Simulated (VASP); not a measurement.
A run of VASP 6.6.1 is set up as follows.

File INCAR:

```
PREC = Accurate ; ENCUT = 500
EDIFF = 1E-7 ; ISMEAR = 1
SIGMA = 0.1 ; LREAL = False
LASPH = True ; NELM = 120
ALGO = Normal ; ISIF = 3
LWAVE = False ; LCHARG = False
GGA = PE ; IBRION = 2
NSW = 60 ; EDIFFG = -0.01
GGA_COMPAT = False ; NELMIN = 4
```

Contents of KPOINTS:

```
regular mesh
0
Gamma
  7 7 7
```

The input POSCAR:

```
Al
1.0
    0.0000000000      2.7850000000      2.7850000000
    2.7850000000      0.0000000000      2.7850000000
    2.7850000000      2.7850000000      0.0000000000
Al
2
Direct
    0.0000000000      0.0000000000      0.0000000000
    0.2500000000      0.2500000000      0.2500000000
```

Potentials or basis: VASP PAW PBE potentials, release 64 (Al).

Launch:

```console
$ cat potpaw_PBE.64/Al/POTCAR > POTCAR
$ mpirun -np 1 vasp_std > vasp.out
```

Task: What does it give for the band gap on the k mesh?

Result: Zero (bands 3 and 4 overlap by 2.87 eV).

Task: What does it give for the relaxed volume?

Result: 27.62 Å³/atom.

Task: What does it give for the relaxed cell?

Result: a = 4.275 Å, b = 4.275 Å, c = 4.275 Å, α = 60.00°, β = 60.00°, γ = 60.00°.

Task: What does it give for the space group after relaxing (to 0.1 Å)?

Result: Fd-3m (No. 227).

Final structure:
```
CELL_PARAMETERS angstrom
0.00000 3.02265 3.02265
3.02265 0.00000 3.02265
3.02265 3.02265 0.00000
ATOMIC_POSITIONS crystal
Al 0.00000 0.00000 0.00000
Al 0.25000 0.25000 0.25000
```

Caveat: the volume moved by over 15 % at a fixed basis, so the end points are rough.
